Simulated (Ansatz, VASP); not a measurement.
# SnO2, level by level in two programs

```xyz
3
Lattice="1.5952 0.9210 4.7357 -1.5952 0.9210 4.7357 0.0000 -1.8420 4.7357" Properties=species:S:1:pos:R:3 pbc="T T T"
Sn    0.0000    0.0000    7.1036
O     0.0000    0.0000   10.8376
O     0.0000    0.0000    3.3695
```

Single points on this cell with VASP 6.6.1 and Ansatz 0.2.0. Each row is one pair of runs. Alike in all rows: spin: off; smearing: fermi-dirac, width 0.05 eV.

```csv
level,k mesh,"VASP's potentials, cutoff","Ansatz's potentials, cutoff","gap on the k mesh at the Fermi level (eV), VASP","gap on the k mesh at the Fermi level (eV), Ansatz","least direct gap on the mesh (eV), VASP","least direct gap on the mesh (eV), Ansatz","pressure (GPa), VASP","pressure (GPa), Ansatz"
PBE,10 × 10 × 10,"VASP PAW PBE potentials, release 64 (Sn_d, O), 520 eV","Ansatz PAW, 420 eV",2.18,2.21,2.33,2.35,6.4,5.7
LDA,8 × 8 × 8,"VASP PAW LDA potentials, release 64 (Sn_d, O), 520 eV","Ansatz PAW, 420 eV",2.04,2.04,2.20,2.20,-2.7,-3.5
r2SCAN,10 × 10 × 10,"VASP PAW PBE potentials, release 64 (Sn_d, O), 520 eV","Ansatz PAW, 500 eV",2.73,2.73,2.88,2.88,0.0,-1.0
```

Gap on the k mesh at the fermi level (eV): the two programs differ by at most 0.023; least direct gap on the mesh (eV): the two programs differ by at most 0.018; pressure (GPa): the two programs differ by at most 1.06.

Noted on Ansatz's runs: Pulay correction over one GPa.
